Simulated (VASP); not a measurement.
# C53N (a cell with a defect) in VASP: electric field gradients with PBE

Aim: the electric field gradients of C53N (a cell with a defect) with PBE.

Program: VASP 6.6.1. These are calculated values, not measurements. Logs are shortened: lines on timing, memory, paths and dates and some standing lists are left out, and cuts for length are marked.

### Step 1. The cell of the first run

The cell holds a defect, 54 atoms: a = 7.566 Å, b = 7.566 Å, c = 7.566 Å, α = 60.00°, β = 60.00°, γ = 60.00°.

### Step 2. Electric field gradients, PBE

INCAR reads:

```
ALGO = Normal
EDIFF = 1E-8
ENCUT = 520
GGA = PE
ISIF = 2
ISMEAR = -1
LASPH = T
LCHARG = F
LEFG = T
LREAL = Auto
LWAVE = F
NBANDS = 142
NELECT = 216.0
NELM = 100
PREC = Accurate
SIGMA = 0.01
```

KPOINTS reads:

```
k-points
0
Gamma
  3 3 3
```

POSCAR reads:

```
C53N
1.0
    0.0000000000      5.3501100000      5.3501100000
    5.3501100000      0.0000000000      5.3501100000
    5.3501100000      5.3501100000      0.0000000000
N C
1 53
Direct
    0.0000000000      0.0000000000      0.0000000000
    0.0000000000      0.0000000000      0.3333333333
    0.0000000000      0.0000000000      0.6666666667
    0.0000000000      0.3333333333      0.0000000000
    0.0000000000      0.3333333333      0.3333333333
    0.0000000000      0.3333333333      0.6666666667
    0.0000000000      0.6666666667      0.0000000000
    0.0000000000      0.6666666667      0.3333333333
    0.0000000000      0.6666666667      0.6666666667
    0.3333333333      0.0000000000      0.0000000000
    0.3333333333      0.0000000000      0.3333333333
    0.3333333333      0.0000000000      0.6666666667
    0.3333333333      0.3333333333      0.0000000000
    0.3333333333      0.3333333333      0.3333333333
    0.3333333333      0.3333333333      0.6666666667
    0.3333333333      0.6666666667      0.0000000000
    0.3333333333      0.6666666667      0.3333333333
    0.3333333333      0.6666666667      0.6666666667
    0.6666666667      0.0000000000      0.0000000000
    0.6666666667      0.0000000000      0.3333333333
    0.6666666667      0.0000000000      0.6666666667
    0.6666666667      0.3333333333      0.0000000000
    0.6666666667      0.3333333333      0.3333333333
    0.6666666667      0.3333333333      0.6666666667
    0.6666666667      0.6666666667      0.0000000000
    0.6666666667      0.6666666667      0.3333333333
    0.6666666667      0.6666666667      0.6666666667
    0.0833333333      0.0833333333      0.0833333333
    0.0833333333      0.0833333333      0.4166666667
    0.0833333333      0.0833333333      0.7500000000
    0.0833333333      0.4166666667      0.0833333333
    0.0833333333      0.4166666667      0.4166666667
    0.0833333333      0.4166666667      0.7500000000
    0.0833333333      0.7500000000      0.0833333333
    0.0833333333      0.7500000000      0.4166666667
    0.0833333333      0.7500000000      0.7500000000
    0.4166666667      0.0833333333      0.0833333333
    0.4166666667      0.0833333333      0.4166666667
    0.4166666667      0.0833333333      0.7500000000
    0.4166666667      0.4166666667      0.0833333333
    0.4166666667      0.4166666667      0.4166666667
    0.4166666667      0.4166666667      0.7500000000
    0.4166666667      0.7500000000      0.0833333333
    0.4166666667      0.7500000000      0.4166666667
    0.4166666667      0.7500000000      0.7500000000
    0.7500000000      0.0833333333      0.0833333333
    0.7500000000      0.0833333333      0.4166666667
    0.7500000000      0.0833333333      0.7500000000
    0.7500000000      0.4166666667      0.0833333333
    0.7500000000      0.4166666667      0.4166666667
    0.7500000000      0.4166666667      0.7500000000
    0.7500000000      0.7500000000      0.0833333333
    0.7500000000      0.7500000000      0.4166666667
    0.7500000000      0.7500000000      0.7500000000
```

Potentials or basis: VASP PAW PBE potentials, release 64 (N, C).

Run with:

```bash
$ cat potpaw_PBE.64/N/POTCAR potpaw_PBE.64/C/POTCAR > POTCAR
$ mpirun -np 1 vasp_std > vasp.out
```

OUTCAR:

```text
EDIFF = 1E-8
   ENCUT = 520
   GGA = PE
   ISIF = 2
   ISMEAR = -1
   LASPH = T
   LREAL = Auto
   NELECT = 216.0
   NELM = 100
   PREC = Accurate

 ion  position               nearest neighbor table
   1  0.000  0.000  0.000-  28 1.54  30 1.54  34 1.54  46 1.54
   2  0.000  0.000  0.333-  28 1.54  29 1.54  35 1.54  47 1.54
   3  0.000  0.000  0.667-  30 1.54  29 1.54  36 1.54  48 1.54
   4  0.000  0.333  0.000-  28 1.54  31 1.54  33 1.54  49 1.54
   5  0.000  0.333  0.333-  29 1.54  31 1.54  50 1.54  32 1.54
   6  0.000  0.333  0.667-  30 1.54  32 1.54  33 1.54  51 1.54
[... 46 lines left out ...]
  53  0.750  0.750  0.417-   8 1.54  20 1.54  26 1.54  27 1.54
  54  0.750  0.750  0.750-  27 1.54  21 1.54  25 1.54   9 1.54

  LATTYP: Found a face centered cubic cell.
 ALAT       =    10.7002200000

  Lattice vectors:

 A1 = (   0.0000000000,   5.3501100000,   5.3501100000)
 A2 = (   5.3501100000,   0.0000000000,   5.3501100000)
 A3 = (   5.3501100000,   5.3501100000,   0.0000000000)

Analysis of symmetry for initial positions (statically):
=====================================================================
 Subroutine PRICEL returns:
 Original cell was already a primitive cell.

 Routine SETGRP: Setting up the symmetry group for a
 face centered cubic supercell.

 Subroutine GETGRP returns: Found 24 space group operations
 (whereof 24 operations were pure point group operations)
 out of a pool of 48 trial point group operations.

The static configuration has the point symmetry T_d .

Analysis of symmetry for dynamics (positions and initial velocities):
=====================================================================
 Subroutine PRICEL returns:
 Original cell was already a primitive cell.

 Routine SETGRP: Setting up the symmetry group for a
 face centered cubic supercell.

 Subroutine GETGRP returns: Found 24 space group operations
 (whereof 24 operations were pure point group operations)
 out of a pool of 48 trial point group operations.

The dynamic configuration has the point symmetry T_d .

 Subroutine INISYM returns: Found 24 space group operations
 (whereof 24 operations are pure point group operations),
 and found     1 'primitive' translations

----------------------------------------------------------------------------------------

                                     Primitive cell

  volume of cell :     306.2796

  direct lattice vectors                    reciprocal lattice vectors
     0.000000000  5.350110000  5.350110000    -0.093456022  0.093456022  0.093456022
     5.350110000  0.000000000  5.350110000     0.093456022 -0.093456022  0.093456022
     5.350110000  5.350110000  0.000000000     0.093456022  0.093456022 -0.093456022

  length of vectors
     7.566198122  7.566198122  7.566198122     0.161870579  0.161870579  0.161870579

  position of ions in fractional coordinates (direct lattice)
     0.000000000  0.000000000  0.000000000
     0.000000000  0.000000000  0.333333333
     0.000000000  0.000000000  0.666666667
     0.000000000  0.333333333  0.000000000
     0.000000000  0.333333333  0.333333333
     0.000000000  0.333333333  0.666666667
[... 46 lines left out ...]
     0.750000000  0.750000000  0.416666667
     0.750000000  0.750000000  0.750000000

  ion indices of the primitive-cell ions
   primitive index   ion index
                 1           1
                 2           2
                 3           3
                 4           4
                 5           5
                 6           6
[... 46 lines left out ...]
                53          53
                54          54

----------------------------------------------------------------------------------------

[... 51 lines left out ...]
   NSW    =      0    number of steps for IOM
   IBRION =     -1    ionic relax: 0-MD 1-quasi-New 2-CG
   NFREE  =      0    steps in history (QN), initial steepest desc. (CG)
   ISIF   =      2    stress and relaxation
   ISYM   =      2    0-nonsym 1-usesym 2-fastsym
   POTIM  = 0.5000    time-step for ionic-motion
   TEBEG  =    0.0;   TEEND  =   0.0 temperature during run
   PSTRESS=    0.0 pullay stress
   NELECT =     216.0000    total number of electrons
   NUPDOWN=      -1.0000    fix difference up-down
   EMIN   =  10.00;   EMAX   =-10.00  energy-range for DOS
   EFERMI =   0.00;   METHOD = LEGACY
   ISMEAR =    -1;   SIGMA  =   0.01  broadening in eV -4-tet -1-fermi 0-gaus
   EFERMI_NEDOS =   21; number of points for ismear=-14 and -15
   IALGO  =     38    algorithm
   IMIX   =      4    mixing-type and parameters
     AMIX     =   0.40;   BMIX     =  1.00
     AMIX_MAG =   1.60;   BMIX_MAG =  1.00
  volume/ion in A,a.u.               =       5.67        38.28
  Fermi-wavevector in a.u.,A,eV,Ry     =   1.457203  2.753714 28.891161  2.123440
  Thomas-Fermi vector in A             =   2.574032
   LORBIT       =      0    0 simple, 1 ext, 2 COOP (PROOUT), +10 PAW based schemes
   GGA     = PE    functional components
   LHFCALC =     F    Hartree Fock is set to
   AEXX    =    0.0000 exact exchange contribution
   IVDW    =     0    specifies the selected vdW correction
   LEPSILON=     F    determine dielectric tensor
   LRPA    =     F    only Hartree local field effects (RPA)
 non-spin polarized calculation
  energy-cutoff  :      520.00
  volume of cell :      306.28
 maximum number of plane-waves:      8291
   NGX = 29   NGY = 29   NGZ = 29

 number of electron     215.9999999 magnetization

 Free energy of the ion-electron system (eV)
  ---------------------------------------------------
  ext. energy  EPLUGINS =         0.00000000
  ---------------------------------------------------
  free energy    TOTEN  =      -499.28230121 eV

  energy without entropy =     -499.28230121  energy(sigma->0) =     -499.28230121

 E-fermi :   9.9178     XC(G=0): -13.2317

 val. band max:        9.6996771002   @ k =   0.0000   0.0000   0.0000
 cond. band min:      12.9780011526   @ k =   0.0000   0.0000   0.0000
 fundamental gap:      3.2783240524
 Fermi energy:         9.9177973929

 k-point     1 :       0.0000    0.0000    0.0000
  band No.  band energies     occupation
      1     -12.4635      2.00000
      2     -10.7422      2.00000
      3      -8.7993      2.00000
      4      -8.7993      2.00000
      5      -8.7993      2.00000
      6      -8.6685      2.00000
[... 481 lines left out ...]
    119      16.1606      0.00000
    120      16.4344      0.00000
 [bands above 120 left out]

------------------------ aborting loop because EDIFF is reached ----------------------------------------

  FORCE on cell =-STRESS in cart. coord.  units (eV):
  Direction    XX          YY          ZZ          XY          YZ          ZX
  --------------------------------------------------------------------------------------
  -------------------------------------------------------------------------------------
  Total      -10.7479536    -10.7479536    -10.7479536      0.0000000      0.0000000     -0.0000000
  in kB      -56.2235464    -56.2235464    -56.2235464      0.0000000      0.0000000     -0.0000000
  external PRESSURE =     -56.2235464 kB  Pullay stress =       0.0000000 kB

 VOLUME and BASIS-vectors are now :
 -----------------------------------------------------------------------------
  energy-cutoff  :      520.00
  volume of cell :      306.28
      direct lattice vectors                 reciprocal lattice vectors
     0.000000000  5.350110000  5.350110000    -0.093456022  0.093456022  0.093456022
     5.350110000  0.000000000  5.350110000     0.093456022 -0.093456022  0.093456022
     5.350110000  5.350110000  0.000000000     0.093456022  0.093456022 -0.093456022

 POSITION                                       TOTAL-FORCE (eV/Angst)
 -----------------------------------------------------------------------------------
      0.00000      0.00000      0.00000         0.000000     -0.000000      0.000000
      1.78337      1.78337      0.00000        -0.117723     -0.117723     -0.503626
      3.56674      3.56674      0.00000         0.117723      0.117723     -0.503626
      1.78337      0.00000      1.78337        -0.117723     -0.503626     -0.117723
      3.56674      1.78337      1.78337         0.061707     -0.061707     -0.061707
      5.35011      3.56674      1.78337         0.503626      0.117723     -0.117723
[... 46 lines left out ...]
      6.24180      6.24180      8.02516        -0.070043     -0.070043     -0.139862
      8.02516      8.02516      8.02516         0.000000     -0.000000      0.000000
 -----------------------------------------------------------------------------------
    total drift:                                0.000000      0.000000      0.000000

  FREE ENERGIE OF THE ION-ELECTRON SYSTEM (eV)
  ---------------------------------------------------
  free  energy   TOTEN  =      -499.2823012089 eV

  energy  without entropy=     -499.2823012089  energy(sigma->0) =     -499.28230121

 Electric field gradients (V/A^2)
---------------------------------------------------------------------
 ion       V_xx      V_yy      V_zz      V_xy      V_xz      V_yz
---------------------------------------------------------------------
   1       0.000    -0.000     0.000     0.002     0.002     0.002
   2       0.201     0.201    -0.402     3.857    -2.609    -2.609
   3       0.201     0.201    -0.402     3.857     2.610     2.610
   4       0.201    -0.402     0.201    -2.609     3.857    -2.609
   5      -0.000     0.000     0.000     0.662     0.662    -0.661
   6      -0.403     0.201     0.201    -2.609     2.610    -3.856
[... 46 lines left out ...]
  53      -0.163    -0.163     0.326    -1.828    -0.211    -0.211
  54       0.000    -0.000    -0.000     0.001     0.001     0.001
---------------------------------------------------------------------

 Electric field gradients after diagonalization (V/A^2)
 (convention: |V_zz| > |V_xx| > |V_yy|)
----------------------------------------------------------------------
 ion       V_xx      V_yy      V_zz     asymmetry (V_yy - V_xx)/ V_zz
----------------------------------------------------------------------
   1      -0.002    -0.002     0.003       0.000
   2      -3.656    -2.483     6.139       0.191
   3      -3.656    -2.484     6.140       0.191
   4      -3.656    -2.483     6.139       0.191
   5       0.662     0.661    -1.323       0.000
   6      -3.655    -2.484     6.139       0.191
[... 46 lines left out ...]
  53       1.665     0.363    -2.029       0.642
  54      -0.001    -0.001     0.001       0.000
----------------------------------------------------------------------

           NMR quadrupolar parameters

 Cq : quadrupolar parameter    Cq=e*Q*V_zz/h
 eta: asymmetry parameters     (V_yy - V_xx)/ V_zz
 Q  : nuclear electric quadrupole moment in mb (millibarn)
----------------------------------------------------------------------
 ion       Cq(MHz)       eta       Q (mb)
----------------------------------------------------------------------
   1       0.000       0.000       1.000
   2       0.015       0.191       1.000
   3       0.015       0.191       1.000
   4       0.015       0.191       1.000
   5      -0.003       0.000       1.000
   6       0.015       0.191       1.000
[... 46 lines left out ...]
  53      -0.005       0.642       1.000
  54       0.000       0.000       1.000
----------------------------------------------------------------------
```

Wall time 17 min (1 thread of Intel Xeon 8259CL, shared host); peak memory 0.46 GiB.

Results:

```
Free energy                             : -499.2823 eV
Largest force                           : 0.822 eV/Å
Largest electric field gradient by atom : N +0.0; C +6.1, -1.3, -1.2, -0.9, +40.8, +3.3, -2.0, +0.5, -0.0 (each value once) V/Å²
```

Forces on the atoms (eV/Å):
```
N    0.000  0.000  0.000
C   -0.118 -0.118 -0.504
C    0.118  0.118 -0.504
C   -0.118 -0.504 -0.118
C    0.062 -0.062 -0.062
C    0.504  0.118 -0.118
C    0.118 -0.504  0.118
C    0.504 -0.118  0.118
C    0.067 -0.067 -0.067
C   -0.504 -0.118 -0.118
C   -0.062  0.062 -0.062
C    0.118  0.504 -0.118
C   -0.062 -0.062  0.062
C    0.062  0.062  0.062
C    0.000  0.000  0.038
C    0.118 -0.118  0.504
C    0.000  0.038  0.000
C   -0.038  0.000  0.000
C   -0.504  0.118  0.118
C   -0.118  0.504  0.118
C   -0.067  0.067 -0.067
C   -0.118  0.118  0.504
C    0.038  0.000  0.000
C    0.000 -0.038  0.000
C   -0.067 -0.067  0.067
C    0.000  0.000 -0.038
C    0.067  0.067  0.067
C    0.475  0.475  0.475
C    0.000  0.000  0.459
C   -0.475 -0.475  0.475
C    0.000  0.459  0.000
C   -0.459  0.000  0.000
C   -0.070  0.070  0.140
C   -0.475  0.475 -0.475
C   -0.070  0.140  0.070
C   -0.140  0.070  0.070
C    0.459  0.000  0.000
C    0.000 -0.459  0.000
C    0.070 -0.070  0.140
C    0.000  0.000 -0.459
C    0.001  0.001  0.001
C   -0.001 -0.001  0.001
C    0.070  0.140 -0.070
C   -0.001  0.001 -0.001
C   -0.140 -0.070 -0.070
C    0.475 -0.475 -0.475
C    0.140 -0.070  0.070
C    0.070 -0.140  0.070
C    0.140  0.070 -0.070
C    0.001 -0.001 -0.001
C   -0.070 -0.140 -0.070
C    0.070  0.070 -0.140
C   -0.070 -0.070 -0.140
C    0.000  0.000  0.000
```

Levels at points of the mesh, in eV from the Fermi level:
```
           k point  band 104  band 105  band 106  band 107  band 108  band 109  band 110  band 111  band 112  band 113
(0.00, 0.00, 0.00)     -2.39     -2.39     -0.22     -0.22     -0.22      3.06      3.80      3.80      3.80      3.99
```

Electric field gradients, principal values (V/Å²):
| atom | least | middle | greatest (by size) |
| --- | --- | --- | --- |
| 1 N | -0.002 | -0.002 | 0.003 |
| 2 C | -2.483 | -3.656 | 6.139 |
| 3 C | -2.484 | -3.656 | 6.140 |
| 4 C | -2.483 | -3.656 | 6.139 |
| 5 C | 0.661 | 0.662 | -1.323 |
| 6 C | -2.484 | -3.655 | 6.139 |
| 7 C | -2.484 | -3.656 | 6.140 |
| 8 C | -2.484 | -3.655 | 6.139 |
| 9 C | 0.576 | 0.576 | -1.152 |
| 10 C | -2.483 | -3.656 | 6.139 |
| 11 C | 0.661 | 0.662 | -1.323 |
| 12 C | -2.484 | -3.655 | 6.139 |
| 13 C | 0.661 | 0.662 | -1.323 |
| 14 C | 0.661 | 0.661 | -1.322 |
| 15 C | 0.092 | 0.778 | -0.869 |
| 16 C | -2.484 | -3.655 | 6.139 |
| 17 C | 0.092 | 0.778 | -0.869 |
| 18 C | 0.092 | 0.778 | -0.870 |
| 19 C | -2.484 | -3.656 | 6.140 |
| 20 C | -2.484 | -3.655 | 6.139 |
| 21 C | 0.576 | 0.576 | -1.152 |
| 22 C | -2.484 | -3.655 | 6.139 |
| 23 C | 0.092 | 0.778 | -0.869 |
| 24 C | 0.092 | 0.778 | -0.870 |
| 25 C | 0.576 | 0.576 | -1.152 |
| 26 C | 0.092 | 0.778 | -0.870 |
| 27 C | 0.576 | 0.576 | -1.151 |
| 28 C | -20.405 | -20.405 | 40.810 |
| 29 C | -0.249 | -3.022 | 3.271 |
| 30 C | -20.404 | -20.405 | 40.809 |
| 31 C | -0.249 | -3.022 | 3.271 |
| 32 C | -0.249 | -3.022 | 3.271 |
| 33 C | 0.363 | 1.666 | -2.029 |
| 34 C | -20.404 | -20.405 | 40.809 |
| 35 C | 0.363 | 1.666 | -2.029 |
| 36 C | 0.364 | 1.665 | -2.029 |
| 37 C | -0.249 | -3.022 | 3.271 |
| 38 C | -0.249 | -3.022 | 3.271 |
| 39 C | 0.363 | 1.666 | -2.029 |
| 40 C | -0.249 | -3.022 | 3.271 |
| 41 C | -0.255 | -0.255 | 0.510 |
| 42 C | -0.254 | -0.255 | 0.509 |
| 43 C | 0.363 | 1.666 | -2.029 |
| 44 C | -0.254 | -0.255 | 0.509 |
| 45 C | 0.363 | 1.665 | -2.029 |
| 46 C | -20.404 | -20.405 | 40.809 |
| 47 C | 0.363 | 1.666 | -2.029 |
| 48 C | 0.364 | 1.665 | -2.029 |
| 49 C | 0.363 | 1.666 | -2.029 |
| 50 C | -0.254 | -0.255 | 0.509 |
| 51 C | 0.363 | 1.665 | -2.029 |
| 52 C | 0.364 | 1.665 | -2.029 |
| 53 C | 0.363 | 1.665 | -2.029 |
| 54 C | -0.001 | -0.001 | 0.001 |

Caveat: the cell carries a net charge on a neutralising background, which shifts energy and pressure; the cell is charged against a uniform background, so pressure and absolute levels hang on convention; without QUAD_EFG the Cq values of the log hold for a quadrupole moment of 1 mb, not for the nuclei.
